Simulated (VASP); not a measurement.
Wanted: the native input for a VASP 6.6.1 run.

```yaml
Task: single point
Functional: PBEsol
Potentials_or_basis: VASP PAW PBE potentials, release 64 (Ta_pv, C)
Cutoff: 520 eV
k_mesh: 12 × 12 × 12
Occupations: gaussian, width 0.15 eV
Spin: no spin polarisation
Dipole_correction: no
Further_INCAR_settings: ALGO = Normal; EDIFF = 1e-06; NBANDS = 37
```

The structure of Ta4C3 lies in POSCAR:

```
Ta4C3
1.0
    1.5516367303      0.8958378839     10.1645109695
   -1.5516367303      0.8958378839     10.1645109695
    0.0000000000     -1.7916757678     10.1645109695
Ta C
4 3
Direct
    0.3733722057      0.3733722057      0.3733722057
    0.6244615989      0.6244615989      0.6244615989
    0.2096180968      0.2096180968      0.2096180968
    0.8001363603      0.8001363603      0.8001363603
    0.5025935066      0.5025935066      0.5025935066
    0.9960170748      0.9960170748      0.9960170748
    0.0845400886      0.0845400886      0.0845400886
```

This cell differs from its parent crystal: atom 4 (Ta) moved +0.175 Å along Cartesian [0 0 1].

The input as run:

INCAR

```
ALGO = Normal
EDIFF = 1E-6
ENCUT = 520
GGA = PS
ISIF = 2
ISMEAR = 0
LASPH = True
LCHARG = False
LREAL = False
LWAVE = False
NBANDS = 37
NELM = 80
PREC = Accurate
SIGMA = 0.15
```

KPOINTS

```
k-points
0
Gamma
  12 12 12
```

Potentials or basis: VASP PAW PBE potentials, release 64 (Ta_pv, C).

Launch:

```sh
$ cat potpaw_PBE.64/Ta_pv/POTCAR potpaw_PBE.64/C/POTCAR > POTCAR
$ mpirun -np 1 vasp_std > vasp.out
```

Results of the run:

```json
{
  "Pressure": "3.3 GPa",
  "Largest force": "4.304 eV/Å",
  "Band gap on the k mesh": "zero (bands 28 and 29 overlap by 0.40 eV)"
}
```

Caveat: the cell differs from its parent crystal (atom 4 (Ta) moved +0.175 Å along Cartesian [0 0 1]); the cell stands under pressure; the PAW data sets were made with another functional, which shifts forces and pressure a little; spin-orbit coupling is left out, which moves the levels of the heavy elements.

It took 79 min on 1 thread of AMD EPYC 9R14 (Zen 4) (shared host), peak memory 1.2 GiB.
